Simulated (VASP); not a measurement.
The system is WO.

```
CELL_PARAMETERS angstrom
0.00000 2.41288 2.41288
2.41288 0.00000 2.41288
2.41288 2.41288 0.00000
ATOMIC_POSITIONS crystal
W 0.00000 0.00000 0.00000
O 0.25000 0.25000 0.25000
```

- Program: VASP 6.6.1
- Task: relaxation of cell and atoms
- Functional: PBE
- Potentials or basis: VASP PAW PBE potentials, release 64 (W_sv, O)
- Cutoff: 600 eV
- k mesh: 10 × 10 × 10
- Occupations: gaussian, width 0.02 eV
- Spin: no spin polarisation
- Hubbard terms: W d U = 6.2 eV

At the start: pressure -8.0 GPa; volume 14.05 Å³/atom.

Where does the relaxation end?

Over 4 steps the energy falls by 13.8 meV/atom and the volume is 13.51 Å³/atom (-3.8 %); space group F-43m (No. 216, to 0.05 Å).

The path:
| step | energy change (eV) | largest force (eV/Å) | pressure (GPa) | volume (Å³) |
| --- | --- | --- | --- | --- |
| 1 | 0.0000 | 0.0000 | -7.99 | 28.10 |
| 2 | 0.0553 | 0.0000 | 16.72 | 25.34 |
| 3 | -0.0275 | 0.0000 | -0.15 | 27.05 |
| 4 | -0.0275 | 0.0000 | 0.03 | 27.03 |

Final structure:
```yaml
crystal:
  lattice:
    - [0.00000, 2.38187, 2.38187]
    - [2.38187, 0.00000, 2.38187]
    - [2.38187, 2.38187, 0.00000]
  atoms:
    - { symbol: W, position: [0.00000, 0.00000, 0.00000] }
    - { symbol: O, position: [0.25000, 0.25000, 0.25000] }
```

Caveat: U without spin polarisation on a metal has little footing.
